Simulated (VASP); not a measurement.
# GaF (F-43m) in VASP: settings compared, part 2 of 2

VASP 6.6.1.

### 3 Relaxation of cell and atoms, PBEsol-based global hybrid with 25 % exact exchange

POSCAR reads:

```
GaF
1.0
    0.0000000000      2.8462400000      2.8462400000
    2.8462400000      0.0000000000      2.8462400000
    2.8462400000      2.8462400000      0.0000000000
Ga F
1 1
Direct
    0.2500000000      0.2500000000      0.2500000000
    0.0000000000      0.0000000000      0.0000000000
```

INCAR.step1 reads:

```
PREC = Accurate
ENCUT = 600
EDIFF = 1E-5
ISMEAR = -1
SIGMA = 0.05
LREAL = False
LASPH = True
NELM = 80
ALGO = Normal
LWAVE = True
LCHARG = False
GGA = PE
NBANDS = 17
```

INCAR.step2 reads:

```
PREC = Accurate
ENCUT = 600
EDIFF = 1E-6
ISMEAR = -1
SIGMA = 0.05
LREAL = False
LASPH = True
NELM = 80
ALGO = Normal
ISIF = 3
LWAVE = False
LCHARG = False
GGA = PS
LHFCALC = True
AEXX = 0.25
PRECFOCK = Normal
IBRION = 2
NSW = 60
EDIFFG = -0.01
ISTART = 1
```

KPOINTS reads:

```
Automatic mesh
0
Gamma
  4 4 4
```

Potentials or basis: VASP PAW PBE potentials, release 64 (Ga_d, F).

Run with:

```bash
$ cat potpaw_PBE.64/Ga_d/POTCAR potpaw_PBE.64/F/POTCAR > POTCAR
$ cp INCAR.step1 INCAR
$ mpirun -np 1 vasp_std > vasp.out
$ cp INCAR.step2 INCAR
$ mpirun -np 1 vasp_std > vasp.out
```

OUTCAR:

```text
PREC = Accurate
   ENCUT = 600
   EDIFF = 1E-6
   ISMEAR = -1
   LREAL = False
   LASPH = True
   NELM = 80
   ISIF = 3
   GGA = PS
   LHFCALC = True
   AEXX = 0.25
   PRECFOCK = Normal
   IBRION = 2
   NSW = 60
   EDIFFG = -0.01
   ISTART = 1

 ion  position               nearest neighbor table
   1  0.250  0.250  0.250-
   2  0.000  0.000  0.000-

  LATTYP: Found a face centered cubic cell.
 ALAT       =     5.6924800000

  Lattice vectors:

 A1 = (   0.0000000000,   2.8462400000,   2.8462400000)
 A2 = (   2.8462400000,   0.0000000000,   2.8462400000)
 A3 = (   2.8462400000,   2.8462400000,   0.0000000000)

Analysis of symmetry for initial positions (statically):
=====================================================================
 Subroutine PRICEL returns:
 Original cell was already a primitive cell.

 Routine SETGRP: Setting up the symmetry group for a
 face centered cubic supercell.

 Subroutine GETGRP returns: Found 24 space group operations
 (whereof 24 operations were pure point group operations)
 out of a pool of 48 trial point group operations.

The static configuration has the point symmetry T_d .

Analysis of symmetry for dynamics (positions and initial velocities):
=====================================================================
 Subroutine PRICEL returns:
 Original cell was already a primitive cell.

 Routine SETGRP: Setting up the symmetry group for a
 face centered cubic supercell.

 Subroutine GETGRP returns: Found 24 space group operations
 (whereof 24 operations were pure point group operations)
 out of a pool of 48 trial point group operations.

The dynamic configuration has the point symmetry T_d .

 Subroutine INISYM returns: Found 24 space group operations
 (whereof 24 operations are pure point group operations),
 and found     1 'primitive' translations

----------------------------------------------------------------------------------------

                                     Primitive cell

  volume of cell :      46.1152

  direct lattice vectors                    reciprocal lattice vectors
     0.000000000  2.846240000  2.846240000    -0.175670358  0.175670358  0.175670358
     2.846240000  0.000000000  2.846240000     0.175670358 -0.175670358  0.175670358
     2.846240000  2.846240000  0.000000000     0.175670358  0.175670358 -0.175670358

  length of vectors
     4.025191210  4.025191210  4.025191210     0.304269986  0.304269986  0.304269986

  position of ions in fractional coordinates (direct lattice)
     0.250000000  0.250000000  0.250000000
     0.000000000  0.000000000  0.000000000

  ion indices of the primitive-cell ions
   primitive index   ion index
                 1           1
                 2           2

----------------------------------------------------------------------------------------

 KPOINTS: Automatic mesh

Automatic generation of k-mesh.
 Grid dimensions read from file:
 generate k-points for:    4    4    4

 Generating k-lattice:

  Cartesian coordinates                     Fractional coordinates (reciprocal lattice)
    -0.043917590  0.043917590  0.043917590     0.250000000  0.000000000  0.000000000
     0.043917590 -0.043917590  0.043917590     0.000000000  0.250000000  0.000000000
     0.043917590  0.043917590 -0.043917590     0.000000000  0.000000000  0.250000000

  Length of vectors
     0.076067496  0.076067496  0.076067496

  Shift w.r.t. Gamma in fractional coordinates (k-lattice)
     0.000000000  0.000000000  0.000000000

 Subroutine IBZKPT returns following result:
 ===========================================

 Found      8 irreducible k-points:

 Following reciprocal coordinates:
            Coordinates               Weight
  0.000000  0.000000  0.000000      1.000000
  0.250000  0.000000  0.000000      8.000000
  0.500000  0.000000  0.000000      4.000000
  0.250000  0.250000  0.000000      6.000000
  0.500000  0.250000  0.000000     24.000000
 -0.250000  0.250000  0.000000     12.000000
  0.500000  0.500000  0.000000      3.000000
 -0.250000  0.500000  0.250000      6.000000
   k-points           NKPTS =      8   k-points in BZ     NKDIM =     64   number of bands    NBANDS=     14
   number of dos      NEDOS =    301   number of ions     NIONS =      2
   total plane-waves  NPLWV =  32768
   dimension x,y,z NGX =    32 NGY =   32 NGZ =   32
   dimension x,y,z NGXF=    64 NGYF=   64 NGZF=   64
   ions per type =               1   1
   NGX,Y,Z   is equivalent  to a cutoff of  13.22, 13.22, 13.22 a.u.
   NGXF,Y,Z  is equivalent  to a cutoff of  26.43, 26.43, 26.43 a.u.
 SYSTEM =  unknown system
   PREC   = accura    normal or accurate (medium, high low for compatibility)
   ISTART =      1    job   : 0-new  1-cont  2-samecut
   ICHARG =      0    charge: 1-file 2-atom 10-const
   ISPIN  =      1    spin polarized calculation?
   LNONCOLLINEAR =      F non collinear calculations
   LSORBIT =      F    spin-orbit coupling
   LASPH  =      T    aspherical Exc in radial PAW
   ENCUT  =  600.0 eV  44.10 Ry    6.64 a.u.   8.04  8.04  8.04*2*pi/ulx,y,z
   NELM   =     80;   NELMIN=  2; NELMDL=  0     # of ELM steps
   EDIFF  = 0.1E-05   stopping-criterion for ELM
   LREAL  =      F    real-space projection
   EDIFFG = -.1E-01   stopping-criterion for IOM
   NSW    =     60    number of steps for IOM
   IBRION =      2    ionic relax: 0-MD 1-quasi-New 2-CG
   NFREE  =      1    steps in history (QN), initial steepest desc. (CG)
   ISIF   =      3    stress and relaxation
   ISYM   =      3    0-nonsym 1-usesym 2-fastsym
   POTIM  = 0.5000    time-step for ionic-motion
   TEBEG  =    0.0;   TEEND  =   0.0 temperature during run
   PSTRESS=    0.0 pullay stress
   NELECT =      20.0000    total number of electrons
   NUPDOWN=      -1.0000    fix difference up-down
   EMIN   =  10.00;   EMAX   =-10.00  energy-range for DOS
   EFERMI =   0.00;   METHOD = LEGACY
   ISMEAR =    -1;   SIGMA  =   0.05  broadening in eV -4-tet -1-fermi 0-gaus
   EFERMI_NEDOS =   21; number of points for ismear=-14 and -15
   IALGO  =     38    algorithm
   IMIX   =      1    mixing-type and parameters
     AMIX     =   0.40;   BMIX     =  1.00
     AMIX_MAG =   1.60;   BMIX_MAG =  1.00
  volume/ion in A,a.u.               =      23.06       155.60
  Fermi-wavevector in a.u.,A,eV,Ry     =   1.239186  2.341723 20.892875  1.535583
  Thomas-Fermi vector in A             =   2.373680
   LORBIT       =      0    0 simple, 1 ext, 2 COOP (PROOUT), +10 PAW based schemes
   GGA     = PS    functional components
   LHFCALC =     T    Hartree Fock is set to
   PRECFOCK=normal    Normal, Fast or Accurate (Low or Medium for compatibility)
   ENCUT4O =  -1.0   cutoff for four orbital integrals eV
   NKREDX  =     1    reduce k-point grid by
   NKREDY  =     1    reduce k-point grid by
   NKREDZ  =     1    reduce k-point grid by
   AEXX    =    0.2500 exact exchange contribution
   HFSCREEN=    0.0000 screening length (either q_TF or 0.3 A-1)
   HFSCREENC=   0.0000 screening length for correlation (either q_TF or 0.3 A-1)
   ENCUTFOCK=  -1.0 apply spherical cutoff to Coloumb kernel
   IVDW    =     0    specifies the selected vdW correction
   LEPSILON=     F    determine dielectric tensor
   LRPA    =     F    only Hartree local field effects (RPA)
 conjugate gradient relaxation of ions
 non-spin polarized calculation
  energy-cutoff  :      600.00
  volume of cell :       46.12
 maximum number of plane-waves:      1572
  NGX = 28; NGY = 28; NGZ = 28

--------------------------------------- Ionic step        1  -------------------------------------------

 number of electron      20.0000005 magnetization

 Free energy of the ion-electron system (eV)
  ---------------------------------------------------
  ext. energy  EPLUGINS =         0.00000000
  ---------------------------------------------------
  free energy    TOTEN  =       -10.18264295 eV

  energy without entropy =      -10.18264295  energy(sigma->0) =      -10.18264295

 E-fermi :  -0.0157     XC(G=0):  -6.4684

 val. band max:       -1.1212327588   @ k =  -0.2500   0.5000   0.2500
 cond. band min:       2.6330504978   @ k =   0.5000   0.5000   0.0000
 fundamental gap:      3.7542832565
 Fermi energy:        -0.0157249767

 k-point     1 :       0.0000    0.0000    0.0000
  band No.  band energies     occupation
      1     -25.2961      2.00000
      2     -16.9610      2.00000
      3     -16.9610      2.00000
      4     -16.9610      2.00000
      5     -16.9342      2.00000
      6     -16.9342      2.00000
      7      -5.3315      2.00000
      8      -5.2811      2.00000
      9      -5.2811      2.00000
     10      -5.2811      2.00000
     11       7.3765      0.00000
     12       7.3765      0.00000
     13       7.3765      0.00000
     14      10.4741      0.00000
[... 222 lines left out ...]
  energy  without entropy=      -10.2037556913  energy(sigma->0) =      -10.20375569

--------------------------------------- Ionic step        4  -------------------------------------------

 number of electron      20.0000002 magnetization

 Free energy of the ion-electron system (eV)
  ---------------------------------------------------
  ext. energy  EPLUGINS =         0.00000000
  ---------------------------------------------------
  free energy    TOTEN  =       -10.20416431 eV

  energy without entropy =      -10.20416431  energy(sigma->0) =      -10.20416431

 E-fermi :   0.7134     XC(G=0):  -6.7407

 val. band max:       -0.4053151373   @ k =  -0.2500   0.5000   0.2500
 cond. band min:       2.9823537465   @ k =   0.5000   0.5000   0.0000
 fundamental gap:      3.3876688838
 Fermi energy:         0.7133858390

 k-point     1 :       0.0000    0.0000    0.0000
  band No.  band energies     occupation
      1     -25.2219      2.00000
      2     -16.4679      2.00000
      3     -16.4679      2.00000
      4     -16.4679      2.00000
      5     -16.4306      2.00000
      6     -16.4306      2.00000
      7      -5.1475      2.00000
      8      -5.1475      2.00000
      9      -5.1475      2.00000
     10      -4.9945      2.00000
     11       8.1231      0.00000
     12       8.1231      0.00000
     13       8.1231      0.00000
     14      11.4750      0.00000
[... 146 lines left out ...]
  FREE ENERGIE OF THE ION-ELECTRON SYSTEM (eV)
  ---------------------------------------------------
  free  energy   TOTEN  =       -10.2041643089 eV

  energy  without entropy=      -10.2041643088  energy(sigma->0) =      -10.20416431

 reached required accuracy - stopping structural energy minimisation
```

OUTCAR.step1:

```text
PREC = Accurate
   ENCUT = 600
   EDIFF = 1E-5
   ISMEAR = -1
   LREAL = False
[... 361 lines left out ...]
      1.42312      1.42312      1.42312         0.000000      0.000000      0.000000
      0.00000      0.00000      0.00000        -0.000000     -0.000000     -0.000000
 -----------------------------------------------------------------------------------
    total drift:                                0.000000      0.000000      0.000000

  FREE ENERGIE OF THE ION-ELECTRON SYSTEM (eV)
  ---------------------------------------------------
  free  energy   TOTEN  =        -7.5398473158 eV

  energy  without entropy=       -7.5398473157  energy(sigma->0) =       -7.53984732
```

It took 25 min on 1 thread of Intel Xeon 6975P-C (Granite Rapids), shared host; peak memory 0.21 GiB.

What came out:

| Quantity | Value |
| --- | --- |
| Free energy | -10.2042 eV |
| Relaxed volume | 21.44 Å³/atom |
| Relaxed cell | a = 3.929 Å, b = 3.929 Å, c = 3.929 Å, α = 60.00°, β = 60.00°, γ = 60.00° |
| Space group after relaxing (to 0.1 Å) | F-43m (No. 216) |
| Energy gained by relaxing | 10.8 meV/atom |
| Ionic steps | 4 |
| Pressure after relaxing | 0.0 GPa |
| Band gap on the k mesh | 3.39 eV |

Step by step:
```csv
step,energy change (eV),largest force (eV/Å),pressure (GPa),volume (Å³)
1,0.0000,0.0000,-1.94,46.12
2,-0.0170,0.0000,-0.92,44.28
3,-0.0211,0.0000,-0.26,43.26
4,-0.0215,0.0000,0.02,42.88
```

Final structure:
```
Ga F
1.0
     0.00000    2.77797    2.77797
     2.77797    0.00000    2.77797
     2.77797    2.77797    0.00000
Ga F
1 1
Direct
  0.25000 0.25000 0.25000
  0.00000 0.00000 0.00000
```

Caveat: the k points lie up to 0.49 Å⁻¹ apart in the final cell; the PAW data sets were made with another functional, which shifts forces and pressure a little. A k mesh can miss the band edges.
